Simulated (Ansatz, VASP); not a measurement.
# Ag3BrO in VASP and in Ansatz

INCAR

```
  PREC = Accurate
  ENCUT = 520
  EDIFF = 1E-6
  ISMEAR = 0
  SIGMA = 0.1
  LREAL = F
  LASPH = T
  NELM = 150
  ALGO = Normal
  ISIF = 2
  LWAVE = F
  LCHARG = F
  ISPIN = 2
  MAGMOM = 1 1 1 1 1 1 0 0 0 0
  LORBIT = 11
  LMAXMIX = 4
  GGA = PE
  NBANDS = 61
```

KPOINTS

```
Automatic mesh
0
Gamma
  3 3 4
```

The input POSCAR:

```
Ag3BrO
1.0
    6.3038250000      0.0000000000      0.0000000000
   -3.1519125000      5.4592725900      0.0000000000
    0.0000000000      0.0000000000      5.2952130000
Ag Br O
6 2 2
Direct
    0.8333333300      0.6666666700      0.7500000000
    0.3333333300      0.1666666700      0.7500000000
    0.8333333300      0.1666666700      0.7500000000
    0.1666666700      0.3333333300      0.2500000000
    0.6666666700      0.8333333300      0.2500000000
    0.1666666700      0.8333333300      0.2500000000
    0.3333333300      0.6666666700      0.7500000000
    0.6666666700      0.3333333300      0.2500000000
    0.0000000000      0.0000000000      0.0000000000
    0.0000000000      0.0000000000      0.5000000000
```

Input for Ansatz:

```yaml
crystal:
  lattice:
    - [6.303825, 0.0, 0.0]
    - [-3.1519125, 5.45927259, 0.0]
    - [0.0, 0.0, 5.295213]
  atoms:
    - { symbol: Ag, position: [0.83333333, 0.66666667, 0.75], spin: 1.0 }
    - { symbol: Ag, position: [0.33333333, 0.16666667, 0.75], spin: 1.0 }
    - { symbol: Ag, position: [0.83333333, 0.16666667, 0.75], spin: 1.0 }
    - { symbol: Ag, position: [0.16666667, 0.33333333, 0.25], spin: 1.0 }
    - { symbol: Ag, position: [0.66666667, 0.83333333, 0.25], spin: 1.0 }
    - { symbol: Ag, position: [0.16666667, 0.83333333, 0.25], spin: 1.0 }
    - { symbol: Br, position: [0.33333333, 0.66666667, 0.75] }
    - { symbol: Br, position: [0.66666667, 0.33333333, 0.25] }
    - { symbol: O, position: [0.0, 0.0, 0.0] }
    - { symbol: O, position: [0.0, 0.0, 0.5] }
basis:
  ecutwfc: 420
kpoints:
  mp_grid: { grid: [3, 3, 4] }
hamiltonian:
  xc: pbe
scf:
  occupations: { method: gaussian, width: 0.1 }
  lower_state_search: "off"
output:
  forces: true
  stress: true
  eigenvalues: true
  populations: true
magnetization:
  spin_polarized: true
```

Alike in both runs: task single point; functional PBE; k mesh 3 × 3 × 4; occupations gaussian, width 0.1 eV; collinear spin.

```csv
,VASP,Ansatz
version,VASP 6.6.1,Ansatz 0.2.0
potentials or method,"VASP PAW PBE potentials, release 64 (Ag, Br, O), cutoff 520 eV","scalar-relativistic, plane waves, PAW"
valence electrons in the cell,92,140
```

|  | VASP | Ansatz | Ansatz less VASP |
| --- | --- | --- | --- |
| gap on the k mesh at the Fermi level (eV) | none | none | - |
| pressure (GPa) | 4.3 | 4.5 | +0.10 |
| traceless stress, the component that is largest in VASP (GPa) | 1.05 | 1.03 | -0.021 |
| rms of the force components (eV/Å) | 0.545 | 0.547 | +0.0017 |
| net moment per atom (μB) | 0.00 | 0.00 | 0.000 |

Atom by atom the forces differ by 0.002 eV/Å (rms over components). A gap of «none» marks a metal or a gap that the smearing closes. With one functional, cell and mesh, what is left measures potentials, basis and numerics. VASP's potentials hold 92 valence electrons a cell and Ansatz's 140, so a difference there can come from the potentials and not from the codes. Ansatz's warnings: seeded moment not kept.

The k mesh is coarse, so the values compare programs but aren't converged.
